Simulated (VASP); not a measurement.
# NaCl (Fm-3m) in VASP: single point with PBE-based screened hybrid

Aim: the single point of NaCl with PBE-based screened hybrid.

Everything below comes from runs of VASP 6.6.1. Logs are shortened: lines on timing, memory, paths and dates and some standing lists are left out, and cuts for length are marked.

**1. The cell of the first run**

The structure is cubic, space group Fm-3m (No. 225). Conventional cell: a = 5.605 Å, b = 5.605 Å, c = 5.605 Å, α = 90.00°, β = 90.00°, γ = 90.00°. Within 3.7 Å of Na (site symmetry m-3m) lie 6 Cl at 2.80 Å. Within 3.7 Å of Cl (site symmetry m-3m) lie 6 Na at 2.80 Å.

**2. Single point, PBE-based screened hybrid**

POSCAR

```
NaCl
1.0
    0.0000000000      2.8027319616      2.8027319616
    2.8027319616      0.0000000000      2.8027319616
    2.8027319616      2.8027319616      0.0000000000
Na Cl
1 1
Direct
    0.0000000000      0.0000000000      0.0000000000
    0.5000000000      0.5000000000      0.5000000000
```

INCAR.step1

```
SYSTEM = NaCl
  ALGO = Normal
  EDIFF = 1E-5
  ENCUT = 520
  GGA = PE
  ISIF = 2
  ISMEAR = 0
  LASPH = .True.
  LCHARG = .False.
  LREAL = .False.
  LWAVE = .True.
  NBANDS = 14
  NELM = 60
  PREC = Accurate
  SIGMA = 0.01
```

INCAR.step2

```
SYSTEM = NaCl
  AEXX = 0.15
  ALGO = Normal
  EDIFF = 1E-6
  ENCUT = 520
  GGA = PE
  HFSCREEN = 0.2078
  ISIF = 2
  ISMEAR = 0
  ISTART = 1
  LASPH = .True.
  LCHARG = .False.
  LHFCALC = .True.
  LREAL = .False.
  LWAVE = .False.
  NBANDS = 14
  NELM = 60
  PREC = Accurate
  PRECFOCK = Normal
  SIGMA = 0.01
```

KPOINTS

```
k-points
0
Gamma
  4 4 4
  0 0 0
```

Potentials or basis: VASP PAW PBE potentials, release 64 (Na_pv, Cl).

Launch:

```console
$ cat potpaw_PBE.64/Na_pv/POTCAR potpaw_PBE.64/Cl/POTCAR > POTCAR
$ cp INCAR.step1 INCAR
$ mpirun -np 1 vasp_std > vasp.out
$ cp INCAR.step2 INCAR
$ mpirun -np 1 vasp_std > vasp.out
```

OUTCAR:

```text
SYSTEM = NaCl
   AEXX = 0.15
   EDIFF = 1E-6
   ENCUT = 520
   GGA = PE
   HFSCREEN = 0.2078
   ISIF = 2
   ISMEAR = 0
   ISTART = 1
   LASPH = .True.
   LHFCALC = .True.
   LREAL = .False.
   NELM = 60
   PREC = Accurate
   PRECFOCK = Normal

 ion  position               nearest neighbor table
   1  0.000  0.000  0.000-
   2  0.500  0.500  0.500-

  LATTYP: Found a face centered cubic cell.
 ALAT       =     5.6054639232

  Lattice vectors:

 A1 = (   0.0000000000,   2.8027319616,   2.8027319616)
 A2 = (   2.8027319616,   0.0000000000,   2.8027319616)
 A3 = (   2.8027319616,   2.8027319616,   0.0000000000)

Analysis of symmetry for initial positions (statically):
=====================================================================
 Subroutine PRICEL returns:
 Original cell was already a primitive cell.

 Routine SETGRP: Setting up the symmetry group for a
 face centered cubic supercell.

 Subroutine GETGRP returns: Found 48 space group operations
[... 9 lines left out ...]

 Routine SETGRP: Setting up the symmetry group for a
 face centered cubic supercell.

 Subroutine GETGRP returns: Found 48 space group operations
[... 11 lines left out ...]
                                     Primitive cell

  volume of cell :      44.0326

  direct lattice vectors                    reciprocal lattice vectors
     0.000000000  2.802731962  2.802731962    -0.178397366  0.178397366  0.178397366
     2.802731962  0.000000000  2.802731962     0.178397366 -0.178397366  0.178397366
     2.802731962  2.802731962  0.000000000     0.178397366  0.178397366 -0.178397366

  length of vectors
     3.963661552  3.963661552  3.963661552     0.308993302  0.308993302  0.308993302

  position of ions in fractional coordinates (direct lattice)
     0.000000000  0.000000000  0.000000000
     0.500000000  0.500000000  0.500000000

  ion indices of the primitive-cell ions
   primitive index   ion index
                 1           1
                 2           2

----------------------------------------------------------------------------------------

 KPOINTS: k-points

Automatic generation of k-mesh.
 Grid dimensions read from file:
 generate k-points for:    4    4    4

 Generating k-lattice:

  Cartesian coordinates                     Fractional coordinates (reciprocal lattice)
    -0.044599342  0.044599342  0.044599342     0.250000000  0.000000000  0.000000000
[... 58 lines left out ...]
   EFERMI_NEDOS =   21; number of points for ismear=-14 and -15
   IALGO  =     38    algorithm
   IMIX   =      1    mixing-type and parameters
     AMIX     =   0.40;   BMIX     =  1.00
     AMIX_MAG =   1.60;   BMIX_MAG =  1.00
  volume/ion in A,a.u.               =      22.02       148.57
  Fermi-wavevector in a.u.,A,eV,Ry     =   1.117359  2.111502 16.986744  1.248490
  Thomas-Fermi vector in A             =   2.253981
   LORBIT       =      0    0 simple, 1 ext, 2 COOP (PROOUT), +10 PAW based schemes
   GGA     = PE    functional components
   LHFCALC =     T    Hartree Fock is set to
   PRECFOCK=normal    Normal, Fast or Accurate (Low or Medium for compatibility)
   ENCUT4O =  -1.0   cutoff for four orbital integrals eV
   NKREDX  =     1    reduce k-point grid by
   NKREDY  =     1    reduce k-point grid by
   NKREDZ  =     1    reduce k-point grid by
   AEXX    =    0.1500 exact exchange contribution
   HFSCREEN=    0.2078 screening length (either q_TF or 0.3 A-1)
   HFSCREENC=   0.2078 screening length for correlation (either q_TF or 0.3 A-1)
   ENCUTFOCK=  -1.0 apply spherical cutoff to Coloumb kernel
   IVDW    =     0    specifies the selected vdW correction
   LEPSILON=     F    determine dielectric tensor
   LRPA    =     F    only Hartree local field effects (RPA)
 non-spin polarized calculation
 Gauss-broadening in eV      SIGMA  =   0.01
  energy-cutoff  :      520.00
  volume of cell :       44.03
 maximum number of plane-waves:      1243
 NGX is ok and might be reduce to    30
  NGX = 24; NGY = 24; NGZ = 24

 number of electron      14.0000003 magnetization

 Free energy of the ion-electron system (eV)
  ---------------------------------------------------
  ext. energy  EPLUGINS =         0.00000000
  ---------------------------------------------------
  free energy    TOTEN  =        -7.42665462 eV

  energy without entropy =       -7.42665462  energy(sigma->0) =       -7.42665462

 E-fermi :  -1.1617     XC(G=0):  -7.4133

 val. band max:       -1.2164895637   @ k =   0.0000   0.0000   0.0000
 cond. band min:       4.7807066515   @ k =   0.0000   0.0000   0.0000
 fundamental gap:      5.9971962152
 Fermi energy:        -1.1617054453

 k-point     1 :       0.0000    0.0000    0.0000
  band No.  band energies     occupation
      1     -23.2400      2.00000
      2     -23.2400      2.00000
      3     -23.2400      2.00000
      4     -14.6358      2.00000
      5      -1.2165      2.00000
      6      -1.2165      2.00000
      7      -1.2165      2.00000
      8       4.7807      0.00000
      9      10.8215      0.00000
     10      10.8215      0.00000
     11      10.8215      0.00000
     12      13.1064      0.00000
     13      13.1064      0.00000
     14      14.5738      0.00000
[... 105 lines left out ...]
      1     -23.2546      2.00000
      2     -23.2546      2.00000
      3     -23.2504      2.00000
      4     -14.1905      2.00000
      5      -2.4906      2.00000
      6      -2.4906      2.00000
      7      -2.0202      2.00000
      8       8.5948      0.00000
      9       9.3994      0.00000
     10       9.3994      0.00000
     11      11.1764      0.00000
     12      15.6696      0.00000
     13      15.6696      0.00000
     14      16.2976      0.00000

------------------------ aborting loop because EDIFF is reached ----------------------------------------

  FORCE on cell =-STRESS in cart. coord.  units (eV):
  Direction    XX          YY          ZZ          XY          YZ          ZX
  --------------------------------------------------------------------------------------
  -------------------------------------------------------------------------------------
  Total        0.2601343      0.2601343      0.2601343      0.0000000      0.0000000     -0.0000000
  in kB        9.4652797      9.4652797      9.4652797      0.0000000      0.0000000     -0.0000000
  external PRESSURE =       9.4652797 kB  Pullay stress =       0.0000000 kB

 VOLUME and BASIS-vectors are now :
 -----------------------------------------------------------------------------
  energy-cutoff  :      520.00
  volume of cell :       44.03
      direct lattice vectors                 reciprocal lattice vectors
     0.000000000  2.802731962  2.802731962    -0.178397366  0.178397366  0.178397366
     2.802731962  0.000000000  2.802731962     0.178397366 -0.178397366  0.178397366
     2.802731962  2.802731962  0.000000000     0.178397366  0.178397366 -0.178397366

 POSITION                                       TOTAL-FORCE (eV/Angst)
 -----------------------------------------------------------------------------------
      0.00000      0.00000      0.00000         0.000000     -0.000000      0.000000
      2.80273      2.80273      2.80273        -0.000000      0.000000     -0.000000
 -----------------------------------------------------------------------------------
    total drift:                               -0.000001     -0.000001     -0.000001

  FREE ENERGIE OF THE ION-ELECTRON SYSTEM (eV)
  ---------------------------------------------------
  free  energy   TOTEN  =        -7.4266546186 eV

  energy  without entropy=       -7.4266546186  energy(sigma->0) =       -7.42665462
```

It took 82 s on 1 thread of Intel Xeon Platinum 8488C (Sapphire Rapids), shared host; peak memory 0.26 GiB.

Results:

```yaml
Free_energy: -7.4267 eV
Pressure: 0.9 GPa
Band_gap_on_the_k_mesh: 6.00 eV, direct
```

Caveat: the k points lie up to 0.49 Å⁻¹ apart; the PAW data sets were made with another functional, which shifts forces and pressure a little.
